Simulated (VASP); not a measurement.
Set up this calculation in VASP 6.6.1, as the native input.

| Property | Result |
| --- | --- |
| Task | single point |
| Functional | r2SCAN |
| Potentials or basis | VASP PAW PBE potentials, release 64 (Sn_d, O) |
| Cutoff | 520 eV |
| k mesh | 10 × 10 × 10 |
| Occupations | fermi-dirac, width 0.05 eV |
| Spin | no spin polarisation |
| Dipole correction | no |
| Further INCAR settings | ALGO = Normal; EDIFF = 1e-07; NBANDS = 20 |

Crystal: SnO2.

```
Sn O
1.0
     1.58408    0.91457    4.70259
    -1.58408    0.91457    4.70259
     0.00000   -1.82914    4.70259
Sn O
1 2
Direct
  0.50000 0.50000 0.50000
  0.76283 0.76283 0.76283
  0.23717 0.23717 0.23717
```

These files were run (other wordings do the same):

POSCAR

```
SnO2
1.0
    1.5840819130      0.9145701189      4.7025938089
   -1.5840819130      0.9145701189      4.7025938089
    0.0000000000     -1.8291402378      4.7025938089
Sn O
1 2
Direct
    0.5000000000      0.5000000000      0.5000000000
    0.7628300000      0.7628300000      0.7628300000
    0.2371700000      0.2371700000      0.2371700000
```

INCAR.step1

```
SYSTEM = SnO2
PREC     = Accurate       ! precision mode
ENCUT    = 520            ! plane-wave cutoff, eV
ISMEAR   = -1             ! smearing method
SIGMA    = 0.05           ! smearing width, eV
LREAL    = .False.        ! projectors in reciprocal space
LASPH    = .True.         ! aspherical terms in the spheres
NELM     = 80             ! most SCF steps
NBANDS   = 20             ! bands
GGA      = PE             ! functional
ALGO     = Normal         ! electronic algorithm
EDIFF    = 1E-4           ! SCF threshold, eV
LWAVE    = .True.         ! write WAVECAR
LCHARG   = .False.        ! write CHGCAR
```

INCAR.step2

```
SYSTEM = SnO2
PREC     = Accurate       ! precision mode
ENCUT    = 520            ! plane-wave cutoff, eV
EDIFF    = 1E-7           ! SCF threshold, eV
ISMEAR   = -1             ! smearing method
SIGMA    = 0.05           ! smearing width, eV
LREAL    = .False.        ! projectors in reciprocal space
LASPH    = .True.         ! aspherical terms in the spheres
NELM     = 80             ! most SCF steps
ALGO     = Normal         ! electronic algorithm
ISIF     = 2              ! what is computed and relaxed
LWAVE    = .False.        ! write WAVECAR
LCHARG   = .False.        ! write CHGCAR
METAGGA  = R2SCAN         ! meta-GGA
LMIXTAU  = .True.       
NBANDS   = 20             ! bands
ISTART   = 1
```

KPOINTS

```
Automatic mesh
0
Gamma
  10 10 10
  0 0 0
```

Potentials or basis: VASP PAW PBE potentials, release 64 (Sn_d, O).

Command:

```console
$ cat potpaw_PBE.64/Sn_d/POTCAR potpaw_PBE.64/O/POTCAR > POTCAR
$ cp INCAR.step1 INCAR
$ mpirun -np 1 vasp_std > vasp.out
$ cp INCAR.step2 INCAR
$ mpirun -np 1 vasp_std > vasp.out
```

It gave:

- Pressure: 3.8 GPa
- Largest force: 0.175 eV/Å
- Band gap on the k mesh: 2.89 eV (least direct gap 3.07 eV)

Caveat: the stress differs along the axes, from 0 to 6 GPa; the PAW data sets were made with another functional, which shifts forces and pressure a little; spin-orbit coupling is left out, which moves the levels of the heavy elements.

Wall time 7.7 min on 1 thread of AMD EPYC 9R45 96-Core Processor (Zen 5), with other jobs on the host, peak memory 0.28 GiB.
